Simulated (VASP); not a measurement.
Write the native input for VASP 6.6.1 that does the following.

```
Task                   : single point
Functional             : PBEsol
Potentials or basis    : VASP PAW PBE potentials, release 64 (Se)
Cutoff                 : 520 eV
k mesh                 : 4 × 4 × 4
Occupations            : fermi-dirac, width 0.05 eV
Spin                   : no spin polarisation
Dipole correction      : no
Further INCAR settings : ALGO = Normal; EDIFF = 1e-07; NBANDS = 13
```

The structure of Se lies in POSCAR:

```
Se
1.0
   -0.0107600000      3.0890900000      3.1226300000
    3.1586400000      0.0116900000      3.1001800000
    3.1832800000      3.0912800000     -0.0129500000
Se
2
Direct
    0.4881356597      0.5130542998      0.4952899235
    0.7581100000      0.7324300000      0.7726200000
```

The input as run:

INCAR

```
ALGO     = Normal         # electronic algorithm
EDIFF    = 1E-7           # SCF threshold, eV
ENCUT    = 520            # plane-wave cutoff, eV
GGA      = PS             # functional
ISIF     = 2              # what is computed and relaxed
ISMEAR   = -1             # smearing method
LASPH    = T              # aspherical terms in the spheres
LCHARG   = T              # write CHGCAR
LELF     = T              # ELF
LREAL    = F              # projectors in reciprocal space
LVHAR    = T            
LWAVE    = F              # write WAVECAR
NBANDS   = 13             # bands
NELM     = 60             # most SCF steps
PREC     = Accurate       # precision mode
SIGMA    = 0.05           # smearing width, eV
```

KPOINTS

```
k-points
0
Gamma
  4 4 4
```

Potentials or basis: VASP PAW PBE potentials, release 64 (Se).

Run with:

```bash
$ cat potpaw_PBE.64/Se/POTCAR > POTCAR
$ mpirun -np 1 vasp_std > vasp.out
```

It gave:

```json
{
  "Pressure": "-0.3 GPa",
  "Largest force": "1.045 eV/Å",
  "Band gap on the k mesh": "zero (band 6 reaches 2.35 eV, above the bottom of band 7 at 1.34 eV)"
}
```

Caveat: the k points lie up to 0.44 Å⁻¹ apart; the PAW data sets were made with another functional, which shifts forces and pressure a little.

Wall time 21 s on 1 thread of AMD EPYC 9R45 96-Core Processor (Zen 5), with other jobs on the host, peak memory 0.17 GiB.
